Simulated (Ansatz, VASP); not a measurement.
**In2GaAs3 in VASP and in Ansatz**

File INCAR:

```
  ALGO = Normal
  EDIFF = 1E-6
  ENCUT = 520
  GGA = PS
  ISIF = 2
  ISMEAR = 0
  LASPH = T
  LCHARG = F
  LREAL = F
  LWAVE = F
  NBANDS = 36
  NELM = 100
  PREC = Accurate
  SIGMA = 0.1
```

Contents of KPOINTS:

```
k-points
0
Gamma
  10 10 10
```

The input POSCAR:

```
In2GaAs3
1.0
   -2.1401840000      2.1401840000      9.0600640000
    2.1401840000     -2.1401840000      9.0600640000
    2.1401840000      2.1401840000     -9.0600640000
In Ga As
2 1 3
Direct
    0.3367560000      0.3367560000      0.0000000000
    0.6632440000      0.6632440000      0.0000000000
    0.0000000000      0.0000000000      0.0000000000
    0.2500000000      0.7500000000      0.5000000000
    0.5754750000      0.0754750000      0.5000000000
    0.9245250000      0.4245250000      0.5000000000
```

Input for Ansatz:

```yaml
crystal:
  lattice:
    - [-2.140184, 2.140184, 9.060064]
    - [2.140184, -2.140184, 9.060064]
    - [2.140184, 2.140184, -9.060064]
  atoms:
    - { symbol: In, position: [0.336756, 0.336756, 0.0] }
    - { symbol: In, position: [0.663244, 0.663244, 0.0] }
    - { symbol: Ga, position: [0.0, 0.0, 0.0] }
    - { symbol: As, position: [0.25, 0.75, 0.5] }
    - { symbol: As, position: [0.575475, 0.075475, 0.5] }
    - { symbol: As, position: [0.924525, 0.424525, 0.5] }
basis:
  ecutwfc: 420
kpoints:
  mp_grid: { grid: [10, 10, 10] }
hamiltonian:
  xc: pbesol
scf:
  occupations: { method: gaussian, width: 0.1 }
output:
  forces: true
  stress: true
  eigenvalues: true
```

Alike in both runs: task single point; functional PBEsol; k mesh 10 × 10 × 10; occupations gaussian, width 0.1 eV; no spin polarisation.

|  | VASP | Ansatz |
| --- | --- | --- |
| version | VASP 6.6.1 | Ansatz 0.2.0 |
| potentials or method | VASP PAW PBE potentials, release 64 (In_d, Ga_d, As), cutoff 520 eV | scalar-relativistic, plane waves, PAW |
| valence electrons in the cell | 54 | 84 |

Ansatz gave:

* gap on the k mesh at the Fermi level (eV): none
* pressure (GPa): -2.7
* traceless stress, the component that is largest in VASP (GPa): 0.21
* rms of the force components (eV/Å): 0.015

Question: What did VASP give for the same quantities?

Answer: gap on the k mesh at the Fermi level (eV): none; pressure (GPa): -2.6; traceless stress, the component that is largest in VASP (GPa): 0.21; rms of the force components (eV/Å): 0.015.

VASP's potentials were made for PBE, not for PBEsol. Atom by atom the forces differ by 0.000 eV/Å (rms over components). A gap of «none» marks a metal or a gap that the smearing closes. VASP's potentials hold 54 valence electrons a cell and Ansatz's 84, so a difference there can come from the potentials and not from the codes.
